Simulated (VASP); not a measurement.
# SiC (P1) in VASP: further runs, part 2 of 2

VASP 6.6.1.

### Step 3. Single point, PBE (atom 3 (C) moved by (+0.200, +0.000) A along [1 1 0] and z)

Contents of INCAR:

```
PREC = Accurate
ENCUT = 520
EDIFF = 1E-6
ISMEAR = 0
SIGMA = 0.05
LREAL = F
LASPH = T
NELM = 100
ALGO = Normal
ISIF = 2
LWAVE = F
LCHARG = F
GGA = PE
NBANDS = 16
```

Contents of KPOINTS:

```
regular mesh
0
Gamma
  12 12 6
```

Contents of POSCAR:

```
SiC
1.0
    3.0917664073      0.0000000000      0.0000000000
   -1.5458832036      2.6775482513      0.0000000000
    0.0000000000      0.0000000000      5.0740211774
Si C
2 2
Direct
    0.3333333333      0.6666666667      0.0045635313
    0.6666666667      0.3333333333      0.5045635313
    0.4054833553      0.7194841485      0.3804364687
    0.6666666667      0.3333333333      0.8804364687
```

Potentials or basis: VASP PAW PBE potentials, release 64 (Si, C).

Launch:

```bash
$ cat potpaw_PBE.64/Si/POTCAR potpaw_PBE.64/C/POTCAR > POTCAR
$ mpirun -np 1 vasp_std > vasp.out
```

OUTCAR:

```text
PREC = Accurate
   ENCUT = 520
   EDIFF = 1E-6
   ISMEAR = 0
   LREAL = F
   LASPH = T
   NELM = 100
   ISIF = 2
   GGA = PE

 ion  position               nearest neighbor table
   1  0.333  0.667  0.005-   4 1.89   4 1.89   4 1.89   3 1.92   2 3.10   2 3.10   2 3.10   2 3.10
                             2 3.10   2 3.10
   2  0.667  0.333  0.505-   3 1.77   3 1.85   4 1.91   3 2.08   1 3.10   1 3.10   1 3.10   1 3.10
                             1 3.10   1 3.10
   3  0.405  0.719  0.380-   2 1.77   2 1.85   1 1.92   2 2.08
   4  0.667  0.333  0.880-   1 1.89   1 1.89   1 1.89   2 1.91

  LATTYP: Found a hexagonal cell.
 ALAT       =     3.0917664073
 C/A-ratio  =     1.6411398886

  Lattice vectors:

 A1 = (   3.0917664073,   0.0000000000,   0.0000000000)
 A2 = (  -1.5458832036,   2.6775482513,   0.0000000000)
 A3 = (   0.0000000000,   0.0000000000,   5.0740211774)

Analysis of symmetry for initial positions (statically):
=====================================================================
 Subroutine PRICEL returns:
 Original cell was already a primitive cell.

 Routine SETGRP: Setting up the symmetry group for a
 hexagonal supercell.

 Subroutine GETGRP returns: Found  1 space group operations
 (whereof  1 operations were pure point group operations)
 out of a pool of 24 trial point group operations.

The static configuration has the point symmetry C_1 .

Analysis of symmetry for dynamics (positions and initial velocities):
=====================================================================
 Subroutine PRICEL returns:
 Original cell was already a primitive cell.

 Routine SETGRP: Setting up the symmetry group for a
 hexagonal supercell.

 Subroutine GETGRP returns: Found  1 space group operations
 (whereof  1 operations were pure point group operations)
 out of a pool of 24 trial point group operations.
[... 118 lines left out ...]
   EMIN   =  10.00;   EMAX   =-10.00  energy-range for DOS
   EFERMI =   0.00;   METHOD = LEGACY
   ISMEAR =     0;   SIGMA  =   0.05  broadening in eV -4-tet -1-fermi 0-gaus
   EFERMI_NEDOS =   21; number of points for ismear=-14 and -15
   IALGO  =     38    algorithm
   IMIX   =      4    mixing-type and parameters
     AMIX     =   0.40;   BMIX     =  1.00
     AMIX_MAG =   1.60;   BMIX_MAG =  1.00
  volume/ion in A,a.u.               =      10.50        70.87
  Fermi-wavevector in a.u.,A,eV,Ry     =   1.186723  2.242582 19.161245  1.408312
  Thomas-Fermi vector in A             =   2.322890
   LORBIT       =      0    0 simple, 1 ext, 2 COOP (PROOUT), +10 PAW based schemes
   GGA     = PE    functional components
   LHFCALC =     F    Hartree Fock is set to
   AEXX    =    0.0000 exact exchange contribution
   IVDW    =     0    specifies the selected vdW correction
   LEPSILON=     F    determine dielectric tensor
   LRPA    =     F    only Hartree local field effects (RPA)
 non-spin polarized calculation
 Gauss-broadening in eV      SIGMA  =   0.05
  energy-cutoff  :      520.00
  volume of cell :       42.00
 maximum number of plane-waves:      1170
   NGX = 11   NGY = 11   NGZ = 19

 number of electron      16.0000000 magnetization

 Free energy of the ion-electron system (eV)
  ---------------------------------------------------
  ext. energy  EPLUGINS =         0.00000000
  ---------------------------------------------------
  free energy    TOTEN  =       -29.78039606 eV

  energy without entropy =      -29.78039606  energy(sigma->0) =      -29.78039606

 E-fermi :   8.7380     XC(G=0): -11.2854

 val. band max:        8.4891690060   @ k =   0.0000   0.0000   0.0000
 cond. band min:      10.3401592424   @ k =   0.3333   0.3333   0.0000
 fundamental gap:      1.8509902364
 Fermi energy:         8.7380088829

 k-point     1 :       0.0000    0.0000    0.0000
  band No.  band energies     occupation
      1      -7.3749      2.00000
      2      -3.8781      2.00000
      3      -0.5237      2.00000
      4       6.2411      2.00000
      5       7.1154      2.00000
      6       7.8084      2.00000
[... 433 lines left out ...]
      3       0.2110      2.00000
      4       3.4397      2.00000
      5       5.3058      2.00000
      6       5.9288      2.00000
[... 8 lines left out ...]
     15      17.4193      0.00000
     16      18.3942      0.00000

 [... further k-points ...]
[... 5 lines left out ...]
  --------------------------------------------------------------------------------------
  -------------------------------------------------------------------------------------
  Total       -0.5683834      2.0940008      0.1178813     -1.0189782      0.8315782      0.2493647
  in kB      -21.6798206     79.8713757      4.4963429    -38.8668386     31.7188481      9.5115082
  external PRESSURE =      20.8959660 kB  Pullay stress =       0.0000000 kB

 VOLUME and BASIS-vectors are now :
 -----------------------------------------------------------------------------
  energy-cutoff  :      520.00
  volume of cell :       42.00
      direct lattice vectors                 reciprocal lattice vectors
     3.091766407  0.000000000  0.000000000     0.323439700  0.186737998  0.000000000
    -1.545883204  2.677548251  0.000000000     0.000000000  0.373475996  0.000000000
     0.000000000  0.000000000  5.074021177     0.000000000  0.000000000  0.197082347

 POSITION                                       TOTAL-FORCE (eV/Angst)
 -----------------------------------------------------------------------------------
     -0.00000      1.78503      0.02316         0.296804      0.308946      0.102307
      1.54588      0.89252      2.56017         1.349897      2.430943      0.601700
      0.14142      1.92645      1.93034        -1.637262     -2.748751     -0.686351
      1.54588      0.89252      4.46735        -0.009439      0.008862     -0.017656
 -----------------------------------------------------------------------------------
    total drift:                                0.000013      0.000133      0.000064

  FREE ENERGIE OF THE ION-ELECTRON SYSTEM (eV)
  ---------------------------------------------------
  free  energy   TOTEN  =       -29.7803960609 eV

  energy  without entropy=      -29.7803960609  energy(sigma->0) =      -29.78039606
```

stdout:

```text
POSCAR found type information on POSCAR SiC
 POSCAR found :  2 types and       4 ions
 scaLAPACK will be used
 LDA part: xc-table for (Slater+PW92), standard interpolation
 POSCAR, INCAR and KPOINTS ok, starting setup
 FFT: planning ... GRIDC
 FFT: planning ... GRID_SOFT
 FFT: planning ... GRID
 WAVECAR not read
 entering main loop
```

It took 1.9 min on 1 thread of Intel Xeon 6975P-C (Granite Rapids), shared host; peak memory 0.34 GiB.

What came out:

| Item | Value |
| --- | --- |
| Free energy | -29.7804 eV |
| Pressure | 2.1 GPa |
| Largest force | 3.272 eV/Å |
| Band gap on the k mesh | 1.85 eV, indirect (least direct gap 3.81 eV) |

Forces in eV/Å, atoms in the order of the input:
```
Si   0.297  0.309  0.102
Si   1.350  2.431  0.602
C   -1.637 -2.749 -0.686
C   -0.009  0.009 -0.018
```

Caveat: the cell differs from its parent crystal (atom 3 (C) moved by (+0.200, +0.000) A along [1 1 0] and z); forces of over 1 eV/Å act on the atoms, so gaps and moduli don't describe the material at rest.

### Step 4. Single point, PBE (atom 3 (C) moved by (+0.200, +0.200) A along [1 1 0] and z)

Contents of INCAR:

```
ALGO = Normal
EDIFF = 1E-6
ENCUT = 520
GGA = PE
ISIF = 2
ISMEAR = 0
LASPH = T
LCHARG = F
LREAL = F
LWAVE = F
NBANDS = 16
NELM = 100
PREC = Accurate
SIGMA = 0.05
```

Contents of KPOINTS:

```
k-points
0
Gamma
  12 12 6
```

Edit POSCAR of step 3 so:

```diff
@@ -10,3 +10,3 @@
     0.6666666667      0.3333333333      0.5045635313
-    0.4054833553      0.7194841485      0.3804364687
+    0.4054833553      0.7194841485      0.4198529380
     0.6666666667      0.3333333333      0.8804364687
```

Launch:

```bash
$ cat potpaw_PBE.64/Si/POTCAR potpaw_PBE.64/C/POTCAR > POTCAR
$ mpirun -np 1 vasp_std > vasp.out
```

Run time: 1.7 min. Hardware: 1 thread of Intel Xeon 6975P-C (Granite Rapids), shared host; peak memory 0.34 GiB.

It converged, with:

```
Free energy            : -29.2746 eV
Pressure               : 5.3 GPa
Largest force          : 5.939 eV/Å
Band gap on the k mesh : 1.99 eV, indirect (least direct gap 3.93 eV)
```

Forces in eV/Å, atoms in the order of the input:
```
Si   0.308  0.323  0.720
Si   1.883  3.445  2.067
C   -2.205 -3.805 -3.992
C    0.015  0.037  1.205
```

Stress tensor (GPa, compression positive):
```
 0.08 -6.86  0.50
-6.86 17.20  2.88
 0.50  2.88 -1.24
```

Levels at points of the mesh, in eV from the valence-band top:
```tsv
k point	band 4	band 5	band 6	band 7	band 8	band 9	band 10	band 11	band 12	band 13
(0.00, 0.00, 0.00)	-2.77	-1.50	-0.76	-0.56	0.00	4.16	5.04	6.01	6.14	6.86
(0.50, 0.00, 0.00)	-6.45	-5.77	-4.32	-2.86	-2.11	1.99	3.28	5.72	6.95	8.66
(0.00, 0.50, 0.00)	-7.24	-5.35	-3.81	-3.63	-1.75	2.23	4.26	6.22	6.90	8.01
(0.50, 0.50, 0.00)	-7.03	-5.50	-3.82	-3.43	-1.85	2.16	3.97	5.90	6.85	8.38
(0.00, 0.00, 0.50)	-4.42	-2.54	-1.18	-1.11	-0.78	4.81	5.33	5.96	6.67	6.77
(0.50, 0.00, 0.50)	-8.25	-3.92	-2.93	-2.81	-2.38	2.71	3.00	4.11	4.89	9.34
(0.00, 0.50, 0.50)	-8.61	-3.18	-2.76	-2.58	-2.03	2.53	2.69	4.02	4.54	9.46
(0.50, 0.50, 0.50)	-8.59	-3.33	-2.84	-2.60	-2.05	2.55	2.73	3.97	4.56	9.40
```

Caveat: the cell differs from its parent crystal (atom 3 (C) moved by (+0.200, +0.200) A along [1 1 0] and z); forces of over 1 eV/Å act on the atoms, so gaps and moduli don't describe the material at rest. A k mesh can miss the band edges.

### Step 5. Single point, PBE (atom 3 (C) moved by (-0.200, -0.100) A along [1 1 0] and z)

Contents of INCAR:

```
  PREC = Accurate
  ENCUT = 520
  EDIFF = 1E-7
  ISMEAR = 0
  SIGMA = 0.05
  LREAL = F
  LASPH = T
  NELM = 80
  ALGO = Normal
  ISIF = 2
  LWAVE = F
  LCHARG = F
  GGA = PE
  NBANDS = 16
```

Contents of KPOINTS:

```
Automatic mesh
0
Gamma
  12 12 6
```

Edit POSCAR of step 4 so:

```diff
@@ -10,3 +10,3 @@
     0.6666666667      0.3333333333      0.5045635313
-    0.4054833553      0.7194841485      0.4198529380
+    0.2611833113      0.6138491848      0.3607282340
     0.6666666667      0.3333333333      0.8804364687
```

Launch:

```bash
$ cat potpaw_PBE.64/Si/POTCAR potpaw_PBE.64/C/POTCAR > POTCAR
$ mpirun -np 1 vasp_std > vasp.out
```

Wall time 1.9 min (1 thread of Intel Xeon 6975P-C (Granite Rapids), shared host); peak memory 0.34 GiB.

The run converged. Its results:

* Free energy: -29.6394 eV
* Pressure: 3.0 GPa
* Largest force: 4.144 eV/Å
* Band gap on the k mesh: 1.61 eV, indirect (least direct gap 3.63 eV)

Forces on the atoms (eV/Å):
```
Si  -0.239 -0.230 -0.984
Si  -2.805 -1.940 -0.169
C    3.060  2.169  1.763
C   -0.016  0.001 -0.610
```

Stress tensor (GPa, compression positive):
```
 5.29  4.72 -5.27
 4.72 -2.14 -3.32
-5.27 -3.32  5.75
```

Levels at points of the mesh, in eV from the valence-band top:
| k point | band 5 | band 6 | band 7 | band 8 | band 9 | band 10 | band 11 | band 12 |
| --- | --- | --- | --- | --- | --- | --- | --- | --- |
| (0.00, 0.00, 0.00) | -1.40 | -0.94 | -0.33 | 0.00 | 4.24 | 5.48 | 6.16 | 6.19 |
| (0.50, 0.00, 0.00) | -5.66 | -4.31 | -3.53 | -1.23 | 2.40 | 4.29 | 6.35 | 6.59 |
| (0.00, 0.50, 0.00) | -6.04 | -3.78 | -3.46 | -1.62 | 2.31 | 3.05 | 5.90 | 6.44 |
| (0.50, 0.50, 0.00) | -6.04 | -3.83 | -3.52 | -1.50 | 2.34 | 3.38 | 5.88 | 6.46 |
| (0.00, 0.00, 0.50) | -1.53 | -1.19 | -1.14 | -0.24 | 5.17 | 5.36 | 6.18 | 6.63 |
| (0.50, 0.00, 0.50) | -2.95 | -2.87 | -2.62 | -2.23 | 2.60 | 2.66 | 4.51 | 5.21 |
| (0.00, 0.50, 0.50) | -3.40 | -3.01 | -2.79 | -2.51 | 2.76 | 2.89 | 4.70 | 4.79 |
| (0.50, 0.50, 0.50) | -3.37 | -2.98 | -2.73 | -2.24 | 2.65 | 2.79 | 4.67 | 4.81 |

Caveat: the cell differs from its parent crystal (atom 3 (C) moved by (-0.200, -0.100) A along [1 1 0] and z); forces of over 1 eV/Å act on the atoms, so gaps and moduli don't describe the material at rest. A k mesh can miss the band edges.
